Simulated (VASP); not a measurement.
# K2BaTaO6 (a cell with a defect) in VASP: a series of runs

Runs on K2BaTaO6 (a cell with a defect). Level: PBEsol. Tasks: single point.

All numbers are computed with VASP 6.6.1; they aren't measurements. Logs are shortened: lines on timing, memory, paths and dates and some standing lists are left out, and cuts for length are marked.

## (1) The cell of the first run

The cell holds a defect, 10 atoms: a = 7.971 Å, b = 3.985 Å, c = 3.985 Å, α = 90.00°, β = 90.00°, γ = 90.00°.

## (2) Single point, PBEsol

INCAR reads:

```
ALGO = Normal
EDIFF = 1E-7
ENCUT = 520
GGA = PS
ISIF = 2
ISMEAR = -1
LASPH = T
LCHARG = F
LREAL = F
LWAVE = F
NBANDS = 48
NELECT = 78.0
NELM = 80
PREC = Accurate
SIGMA = 0.05
```

KPOINTS reads:

```
Automatic mesh
0
Gamma
  2 2 2
  0.5 0.5 0.5
```

POSCAR reads:

```
K2BaTaO6
1.0
    7.9708780000      0.0000000000      0.0000000000
    0.0000000000      3.9854390000      0.0000000000
    0.0000000000      0.0000000000      3.9854390000
K Ba Ta O
2 1 1 6
Direct
    0.0012060000      0.9917360000      0.0009950000
    0.5059250000      0.9951880000      0.9862530000
    0.2503650000      0.4956180000      0.5210410000
    0.7533290000      0.5008870000      0.5105990000
    0.2506700000      0.4933050000      0.9924750000
    0.7464230000      0.4938100000      0.9996800000
    0.0041590000      0.4973050000      0.5061830000
    0.5028090000      0.4884080000      0.4913000000
    0.2527100000      0.9946130000      0.4955070000
    0.7534050000      0.9911330000      0.4993350000
```

Potentials or basis: VASP PAW PBE potentials, release 64 (K_sv, Ba_sv, Ta_pv, O).

The run is started by

```
$ cat potpaw_PBE.64/K_sv/POTCAR potpaw_PBE.64/Ba_sv/POTCAR potpaw_PBE.64/Ta_pv/POTCAR potpaw_PBE.64/O/POTCAR > POTCAR
$ mpirun -np 1 vasp_std > vasp.out
```

OUTCAR:

```text
EDIFF = 1E-7
   ENCUT = 520
   GGA = PS
   ISIF = 2
   ISMEAR = -1
   LASPH = T
   LREAL = F
   NELECT = 78.0
   NELM = 80
   PREC = Accurate

 ion  position               nearest neighbor table
   1  0.001  0.992  0.001-   7 2.79  10 2.80  10 2.81   5 2.81   9 2.81   7 2.82   7 2.82   5 2.82
                             6 2.84   9 2.84   7 2.85   6 2.85   3 3.39   4 3.40   3 3.41   4 3.44
   2  0.506  0.995  0.986-   6 2.76  10 2.77   6 2.77   8 2.78   9 2.81   8 2.81   8 2.82  10 2.84
                             5 2.84   8 2.85   5 2.85   9 2.86   4 3.37   4 3.40   3 3.40   3 3.40
   3  0.250  0.496  0.521-   5 1.88   7 1.96   9 1.99   9 2.00   8 2.02   5 2.11   1 3.39   2 3.40
                             2 3.40   1 3.41   1 3.49   1 3.50   2 3.56   2 3.56   4 3.96   4 4.01
   4  0.753  0.501  0.511-   6 1.95  10 1.95   8 2.00   7 2.00  10 2.03   6 2.04   2 3.37   2 3.40
                             1 3.40   1 3.44   1 3.44   2 3.48   1 3.49   2 3.51   3 3.96   3 4.01
   5  0.251  0.493  0.992-   3 1.88   3 2.11   1 2.81   1 2.82   2 2.84   2 2.85
   6  0.746  0.494  1.000-   4 1.95   4 2.04   2 2.76   2 2.77   1 2.84   1 2.85
   7  0.004  0.497  0.506-   3 1.96   4 2.00   1 2.79   1 2.82   1 2.82   1 2.85
   8  0.503  0.488  0.491-   4 2.00   3 2.02   2 2.78   2 2.81   2 2.82   2 2.85
   9  0.253  0.995  0.496-   3 1.99   3 2.00   2 2.81   1 2.81   1 2.84   2 2.86
  10  0.753  0.991  0.499-   4 1.95   4 2.03   2 2.77   1 2.80   1 2.81   2 2.84

  LATTYP: Found a simple tetragonal cell.
 ALAT       =     3.9854390000
 C/A-ratio  =     2.0000000000

  Lattice vectors:

 A1 = (   0.0000000000,   3.9854390000,   0.0000000000)
 A2 = (   0.0000000000,   0.0000000000,   3.9854390000)
 A3 = (   7.9708780000,   0.0000000000,   0.0000000000)

Analysis of symmetry for initial positions (statically):
=====================================================================
 Subroutine PRICEL returns:
 Original cell was already a primitive cell.

 Routine SETGRP: Setting up the symmetry group for a
 simple tetragonal supercell.

 Subroutine GETGRP returns: Found  1 space group operations
 (whereof  1 operations were pure point group operations)
 out of a pool of 16 trial point group operations.

The static configuration has the point symmetry C_1 .

Analysis of symmetry for dynamics (positions and initial velocities):
=====================================================================
 Subroutine PRICEL returns:
 Original cell was already a primitive cell.

 Routine SETGRP: Setting up the symmetry group for a
 simple tetragonal supercell.

 Subroutine GETGRP returns: Found  1 space group operations
 (whereof  1 operations were pure point group operations)
 out of a pool of 16 trial point group operations.

The dynamic configuration has the point symmetry C_1 .

 Subroutine INISYM returns: Found  1 space group operations
 (whereof  1 operations are pure point group operations),
 and found     1 'primitive' translations

----------------------------------------------------------------------------------------

                                     Primitive cell

  volume of cell :     126.6072

  direct lattice vectors                    reciprocal lattice vectors
     7.970878000  0.000000000  0.000000000     0.125456694  0.000000000  0.000000000
     0.000000000  3.985439000  0.000000000     0.000000000  0.250913387  0.000000000
     0.000000000  0.000000000  3.985439000     0.000000000  0.000000000  0.250913387

  length of vectors
     7.970878000  3.985439000  3.985439000     0.125456694  0.250913387  0.250913387

  position of ions in fractional coordinates (direct lattice)
     0.001206000  0.991736000  0.000995000
     0.505925000  0.995188000  0.986253000
     0.250365000  0.495618000  0.521041000
     0.753329000  0.500887000  0.510599000
     0.250670000  0.493305000  0.992475000
     0.746423000  0.493810000  0.999680000
     0.004159000  0.497305000  0.506183000
     0.502809000  0.488408000  0.491300000
     0.252710000  0.994613000  0.495507000
     0.753405000  0.991133000  0.499335000

  ion indices of the primitive-cell ions
   primitive index   ion index
                 1           1
                 2           2
                 3           3
                 4           4
                 5           5
                 6           6
                 7           7
                 8           8
                 9           9
                10          10

----------------------------------------------------------------------------------------

 KPOINTS: Automatic mesh

Automatic generation of k-mesh.
 Grid dimensions read from file:
 generate k-points for:    2    2    2

 Generating k-lattice:

  Cartesian coordinates                     Fractional coordinates (reciprocal lattice)
     0.062728347  0.000000000  0.000000000     0.500000000  0.000000000  0.000000000
     0.000000000  0.125456694  0.000000000     0.000000000  0.500000000  0.000000000
     0.000000000  0.000000000  0.125456694     0.000000000  0.000000000  0.500000000

  Length of vectors
     0.062728347  0.125456694  0.125456694

  Shift w.r.t. Gamma in fractional coordinates (k-lattice)
     0.500000000  0.500000000  0.500000000

 Subroutine IBZKPT returns following result:
 ===========================================

 Found      4 irreducible k-points:

 Following reciprocal coordinates:
            Coordinates               Weight
  0.250000  0.250000  0.250000      2.000000
  0.250000 -0.250000  0.250000      2.000000
  0.250000 -0.250000 -0.250000      2.000000
  0.250000  0.250000 -0.250000      2.000000
   k-points           NKPTS =      4   k-points in BZ     NKDIM =      4   number of bands    NBANDS=     48
   number of dos      NEDOS =    301   number of ions     NIONS =     10
   total plane-waves  NPLWV =  54000
   dimension x,y,z NGX =    60 NGY =   30 NGZ =   30
   dimension x,y,z NGXF=   120 NGYF=   60 NGZF=   60
   ions per type =               2   1   1   6
   NGX,Y,Z   is equivalent  to a cutoff of  12.51, 12.51, 12.51 a.u.
   NGXF,Y,Z  is equivalent  to a cutoff of  25.03, 25.03, 25.03 a.u.
 SYSTEM =  unknown system
   PREC   = accura    normal or accurate (medium, high low for compatibility)
   ISTART =      0    job   : 0-new  1-cont  2-samecut
   ICHARG =      2    charge: 1-file 2-atom 10-const
   ISPIN  =      1    spin polarized calculation?
   LNONCOLLINEAR =      F non collinear calculations
   LSORBIT =      F    spin-orbit coupling
   LASPH  =      T    aspherical Exc in radial PAW
   ENCUT  =  520.0 eV  38.22 Ry    6.18 a.u.  14.82  7.41  7.41*2*pi/ulx,y,z
   NELM   =     80;   NELMIN=  2; NELMDL= -5     # of ELM steps
   EDIFF  = 0.1E-06   stopping-criterion for ELM
   LREAL  =      F    real-space projection
   EDIFFG = 0.1E-05   stopping-criterion for IOM
   NSW    =      0    number of steps for IOM
   IBRION =     -1    ionic relax: 0-MD 1-quasi-New 2-CG
   NFREE  =      0    steps in history (QN), initial steepest desc. (CG)
   ISIF   =      2    stress and relaxation
   ISYM   =      2    0-nonsym 1-usesym 2-fastsym
   POTIM  = 0.5000    time-step for ionic-motion
   TEBEG  =    0.0;   TEEND  =   0.0 temperature during run
   PSTRESS=    0.0 pullay stress
   NELECT =      78.0000    total number of electrons
   NUPDOWN=      -1.0000    fix difference up-down
   EMIN   =  10.00;   EMAX   =-10.00  energy-range for DOS
   EFERMI =   0.00;   METHOD = LEGACY
   ISMEAR =    -1;   SIGMA  =   0.05  broadening in eV -4-tet -1-fermi 0-gaus
   EFERMI_NEDOS =   21; number of points for ismear=-14 and -15
   IALGO  =     38    algorithm
   IMIX   =      4    mixing-type and parameters
     AMIX     =   0.40;   BMIX     =  1.00
     AMIX_MAG =   1.60;   BMIX_MAG =  1.00
  volume/ion in A,a.u.               =      12.66        85.44
  Fermi-wavevector in a.u.,A,eV,Ry     =   1.393008  2.632403 26.401705  1.940471
  Thomas-Fermi vector in A             =   2.516695
   LORBIT       =      0    0 simple, 1 ext, 2 COOP (PROOUT), +10 PAW based schemes
   GGA     = PS    functional components
   LHFCALC =     F    Hartree Fock is set to
   AEXX    =    0.0000 exact exchange contribution
   IVDW    =     0    specifies the selected vdW correction
   LEPSILON=     F    determine dielectric tensor
   LRPA    =     F    only Hartree local field effects (RPA)
 non-spin polarized calculation
  energy-cutoff  :      520.00
  volume of cell :      126.61
 maximum number of plane-waves:      3410
 NGX is ok and might be reduce to    60
   NGX = 29   NGY = 15   NGZ = 15

 number of electron      78.0000014 magnetization

 Free energy of the ion-electron system (eV)
  ---------------------------------------------------
  ext. energy  EPLUGINS =         0.00000000
  ---------------------------------------------------
  free energy    TOTEN  =       -42.53979992 eV

  energy without entropy =      -42.45548365  energy(sigma->0) =      -42.49764179

 E-fermi :   6.4617     XC(G=0): -11.4587

 val. band max:        6.3776301698   @ k =   0.2500  -0.2500   0.2500
 cond. band min:       6.5437890154   @ k =   0.2500   0.2500  -0.2500
 fundamental gap:      0.1661588455
 Fermi energy:         6.4617280034

 k-point     1 :       0.2500    0.2500    0.2500
  band No.  band energies     occupation
      1     -30.9343      2.00000
      2     -30.8880      2.00000
      3     -30.6568      2.00000
      4     -27.0222      2.00000
      5     -26.8872      2.00000
      6     -21.6092      2.00000
[... 40 lines left out ...]
     47      10.4047      0.00000
     48      10.5710      0.00000

 k-point     2 :       0.2500   -0.2500    0.2500
  band No.  band energies     occupation
      1     -30.9350      2.00000
      2     -30.8873      2.00000
      3     -30.6568      2.00000
      4     -27.0222      2.00000
      5     -26.8872      2.00000
      6     -21.6091      2.00000
[... 40 lines left out ...]
     47      10.3984      0.00000
     48      10.5689      0.00000

 k-point     3 :       0.2500   -0.2500   -0.2500
  band No.  band energies     occupation
      1     -30.9343      2.00000
      2     -30.8880      2.00000
      3     -30.6568      2.00000
      4     -27.0222      2.00000
      5     -26.8872      2.00000
      6     -21.6092      2.00000
[... 40 lines left out ...]
     47      10.3999      0.00000
     48      10.5996      0.00000

 k-point     4 :       0.2500    0.2500   -0.2500
  band No.  band energies     occupation
      1     -30.9350      2.00000
      2     -30.8873      2.00000
      3     -30.6568      2.00000
      4     -27.0222      2.00000
      5     -26.8872      2.00000
      6     -21.6091      2.00000
[... 40 lines left out ...]
     47      10.4085      0.00000
     48      10.5893      0.00000

------------------------ aborting loop because EDIFF is reached ----------------------------------------

  FORCE on cell =-STRESS in cart. coord.  units (eV):
  Direction    XX          YY          ZZ          XY          YZ          ZX
  --------------------------------------------------------------------------------------
  -------------------------------------------------------------------------------------
  Total       75.2621936     72.3081967     74.3044803     -0.4806053     -0.1575342     -0.6918992
  in kB      952.4209938    915.0390294    940.3014129     -6.0819189     -1.9935490     -8.7557814
  external PRESSURE =     935.9204787 kB  Pullay stress =       0.0000000 kB

 VOLUME and BASIS-vectors are now :
 -----------------------------------------------------------------------------
  energy-cutoff  :      520.00
  volume of cell :      126.61
      direct lattice vectors                 reciprocal lattice vectors
     7.970878000  0.000000000  0.000000000     0.125456694  0.000000000  0.000000000
     0.000000000  3.985439000  0.000000000     0.000000000  0.250913387  0.000000000
     0.000000000  0.000000000  3.985439000     0.000000000  0.000000000  0.250913387

 POSITION                                       TOTAL-FORCE (eV/Angst)
 -----------------------------------------------------------------------------------
      0.00961      3.95250      0.00397         0.375264      0.058142      0.128242
      4.03267      3.96626      3.93065        -0.459128      0.013196      0.248777
      1.99563      1.97526      2.07658         1.795736      0.065549     -5.239778
      6.00469      1.99625      2.03496        -0.428318     -0.560318     -0.485340
      1.99806      1.96604      3.95545         0.012755     -0.098751      6.977964
      5.94965      1.96805      3.98416         0.350975      0.074750      0.696048
      0.03315      1.98198      2.01736       -13.357551     -0.211097     -0.974902
      4.00783      1.94652      1.95805        11.456070     -0.289700     -1.000947
      2.01432      3.96397      1.97481         0.142795      0.230920     -0.548896
      6.00530      3.95010      1.99007         0.111403      0.717310      0.198831
 -----------------------------------------------------------------------------------
    total drift:                                0.001473     -0.000963     -0.000695

  FREE ENERGIE OF THE ION-ELECTRON SYSTEM (eV)
  ---------------------------------------------------
  free  energy   TOTEN  =       -42.5397999224 eV

  energy  without entropy=      -42.4554836499  energy(sigma->0) =      -42.49764179
```

Run time: 91 s. Hardware: 1 thread of Intel Xeon 6975P-C, shared host; peak memory 0.24 GiB.

Results:

```yaml
Free_energy: -42.5398 eV
Largest_force: 13.395 eV/Å
```

Forces on the atoms (eV/Å):
```
K     0.375   0.058   0.128
K    -0.459   0.013   0.249
Ba    1.796   0.066  -5.240
Ta   -0.428  -0.560  -0.485
O     0.013  -0.099   6.978
O     0.351   0.075   0.696
O   -13.358  -0.211  -0.975
O    11.456  -0.290  -1.001
O     0.143   0.231  -0.549
O     0.111   0.717   0.199
```

Levels at points of the mesh, in eV from the Fermi level:
```tsv
k point	band 35	band 36	band 37	band 38	band 39	band 40	band 41	band 42	band 43	band 44
(0.25, 0.25, 0.25)	-4.61	-4.27	-1.41	-0.93	-0.09	0.10	0.47	0.55	2.96	3.27
```

Caveat: the k points lie up to 0.79 Å⁻¹ apart; the cell carries a net charge on a neutralising background, which shifts energy and pressure; the cell is charged against a uniform background, so pressure and absolute levels hang on convention; the PAW data sets were made with another functional, which shifts forces and pressure a little; spin-orbit coupling is left out, which moves the levels of the heavy elements.

(Continued in part 2 of 2.)
